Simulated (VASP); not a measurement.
Runs of VASP 6.6.1 on MoS2. The structure is that of space group R3m (No. 160), or close to it. The cells are those of the table. 

```csv
task,cell,k mesh for the DOS,occupations for the DOS,gap on the mesh (eV),pressure (GPa),largest force (eV/Å)
electric field gradients,"a = 6.406 Å, angles 29.5°, 3 atoms",-,-,(b),(d),0.62
electric field gradients,"a = 6.400 Å, angles 29.2°, 3 atoms",-,-,0.52,2.9,0.82
single point,"a = 6.331 Å, angles 28.9°, 3 atoms",-,-,0.63,11.0,1.60
single point,"a = 6.507 Å, angles 28.1°, 3 atoms",-,-,(a),(c),0.65
```

Alike in all rows: level PBE; potentials or basis VASP PAW PBE potentials, release 64 (Mo_sv, S); no spin polarisation; k mesh 13 × 13 × 13; cutoff (eV) 520; smearing fermi-dirac 0.05 eV.

Task: Fill in the values left out.

Result: (a) 1.02; (b) 0.41; (c) 5.6; (d) 0.2.

Caveats: forces of over 1 eV/Å act on the atoms, so gaps and moduli don't describe the material at rest (some runs).

A k mesh can miss the band edges, and the runs leave out spin-orbit coupling on Mo.
